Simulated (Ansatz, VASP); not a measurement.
# Two plane-wave programs on Si

```
Si
1.0
     0.00000    5.43000    5.43000
     5.43000    0.00000    5.43000
     5.43000    5.43000    0.00000
Si
17
Direct
  0.01692 0.99484 0.99423
  0.16360 0.10859 0.10802
  0.00153 0.99027 0.50154
  0.12213 0.12074 0.62279
  0.00158 0.50210 0.98982
  0.12233 0.62337 0.12016
  0.99075 0.49185 0.49130
  0.11553 0.61617 0.61569
  0.52266 0.02334 0.02279
  0.64941 0.15056 0.15012
  0.49357 0.99476 0.51759
  0.60798 0.10867 0.66371
  0.49375 0.51806 0.99429
  0.60804 0.66430 0.10816
  0.48963 0.50211 0.50160
  0.61960 0.62328 0.62286
  0.78921 0.28993 0.28929
```

Alike in both runs: functional PBE; dispersion D3(BJ); k mesh 2 × 2 × 2; occupations fermi-dirac, width 0.02 eV; no spin polarisation.

Ansatz relaxed the structure, and its values are those at the end. VASP's run is a single point on that final structure, the one shown.

|  | VASP | Ansatz |
| --- | --- | --- |
| version | VASP 6.6.1 | Ansatz 0.2.0 |
| potentials or method | VASP PAW PBE potentials, release 64 (Si), cutoff 520 eV | scalar-relativistic, plane waves, PAW |
| valence electrons in the cell | 68 | 68 |

|  | VASP | Ansatz | Ansatz less VASP |
| --- | --- | --- | --- |
| rms of the force components (eV/Å) | 0.018 | 0.019 | +0.0007 |

The k mesh is coarse, so the values compare programs but aren't converged.
